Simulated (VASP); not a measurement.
Write the native input for VASP 6.6.1 that does the following.

```yaml
Task: single point
Functional: PBE
Potentials_or_basis: VASP PAW PBE potentials, release 64 (Sc_sv)
Cutoff: 520 eV
k_mesh: 16 × 16 × 16
Occupations: fermi-dirac, width 0.05 eV
Spin: no spin polarisation
Dipole_correction: no
Further_INCAR_settings: ALGO = Normal; EDIFF = 1e-07; NBANDS = 12
```

The structure of Sc lies in POSCAR:

```
Sc
1.0
   -1.8393898878      1.8393898878      1.8393898878
    1.8393898878     -1.8393898878      1.8393898878
    1.8393898878      1.8393898878     -1.8393898878
Sc
1
Direct
    0.0000000000      0.0000000000      0.0000000000
```

These files were run (other wordings do the same):

INCAR

```
PREC = Accurate ; ENCUT = 520
EDIFF = 1E-7 ; ISMEAR = -1
SIGMA = 0.05 ; LREAL = F
LASPH = T ; NELM = 60
ALGO = Normal ; ISIF = 2
LWAVE = F ; LCHARG = F
GGA = PE ; NBANDS = 12
```

KPOINTS

```
regular mesh
0
Gamma
  16 16 16
```

Potentials or basis: VASP PAW PBE potentials, release 64 (Sc_sv).

Command:

```sh
$ cat potpaw_PBE.64/Sc_sv/POTCAR > POTCAR
$ mpirun -np 1 vasp_std > vasp.out
```

It gave:

```json
{
 "Pressure": "0.0 GPa"
}
```

Run time: 23 s on 1 thread of Intel(R) Xeon(R) Platinum 8259CL CPU @ 2.50GHz (Skylake/Cascade Lake) (shared host), peak memory 0.16 GiB.
